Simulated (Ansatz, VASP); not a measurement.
**Two plane-wave programs on MgO**

The input POSCAR:

```
MgO
1.0
    0.0000000000      2.0180807188      2.0180807188
    2.0180807188      0.0000000000      2.0180807188
    2.0180807188      2.0180807188      0.0000000000
Mg O
1 1
Direct
    0.0000000000      0.0000000000      0.0000000000
    0.5000000000      0.5000000000      0.5000000000
```

File INCAR.step1:

```
SYSTEM = MgO
PREC = Accurate
ENCUT = 520
EDIFF = 1E-5
ISMEAR = 0
SIGMA = 0.01
LREAL = .FALSE.
LASPH = .TRUE.
NELM = 100
ALGO = Normal
ISIF = 2
LWAVE = .TRUE.
LCHARG = .FALSE.
GGA = PE
NBANDS = 11
```

The input INCAR.step2:

```
SYSTEM = MgO
PREC = Accurate
ENCUT = 520
EDIFF = 1E-6
ISMEAR = 0
SIGMA = 0.01
LREAL = .FALSE.
LASPH = .TRUE.
NELM = 100
ALGO = Normal
ISIF = 2
LWAVE = .FALSE.
LCHARG = .FALSE.
GGA = PE
LHFCALC = .TRUE.
HFSCREEN = 0.2079
PRECFOCK = Normal
ISTART = 1
NBANDS = 11
```

KPOINTS

```
Automatic mesh
0
G
  8 8 8
  0 0 0
```

Input for Ansatz:

```yaml
crystal:
  lattice:
    - [0.0, 2.0180807188, 2.0180807188]
    - [2.0180807188, 0.0, 2.0180807188]
    - [2.0180807188, 2.0180807188, 0.0]
  atoms:
    - { symbol: Mg, position: [0.0, 0.0, 0.0] }
    - { symbol: O, position: [0.5, 0.5, 0.5] }
kpoints:
  mp_grid: { grid: [8, 8, 8] }
  band_path:
    path:
      - [0.0, 0.0, 0.0]
      - [0.5, 0.0, 0.5]
      - [0.625, 0.25, 0.625]
      - [0.375, 0.375, 0.75]
      - [0.5, 0.5, 0.5]
      - [0.5, 0.25, 0.75]
    npoints: 1
hamiltonian:
  xc: hse06
scf:
  occupations: { method: fixed }
  n_extra_bands: 4
output:
  forces: true
  stress: true
  eigenvalues: true
```

Change from the starting cell: hydrostatic strain -4.0%.

Alike in both runs: task single point; functional HSE06; k mesh 8 × 8 × 8; no spin polarisation.

|  | VASP | Ansatz |
| --- | --- | --- |
| version | VASP 6.6.1 | Ansatz 0.2.0 |
| potentials or method | VASP PAW PBE potentials, release 64 (Mg, O) | plane waves, PAW |
| plane-wave cutoff (eV) | 520 | 420 |
| occupations | gaussian, width 0.01 eV | fixed |
| valence electrons in the cell | 8 | 16 |

Ansatz gave:

* gap on the k mesh at the Fermi level (eV): 7.95
* pressure (GPa): 25.7

Question: Estimate VASP's values.

Answer: gap on the k mesh at the Fermi level (eV): 7.91; pressure (GPa): 25.8.

VASP's potentials hold 8 valence electrons a cell and Ansatz's 16, so a difference there can come from the potentials and not from the codes. Ansatz's warnings: stress exchange threshold loose, stress scf threshold loose.
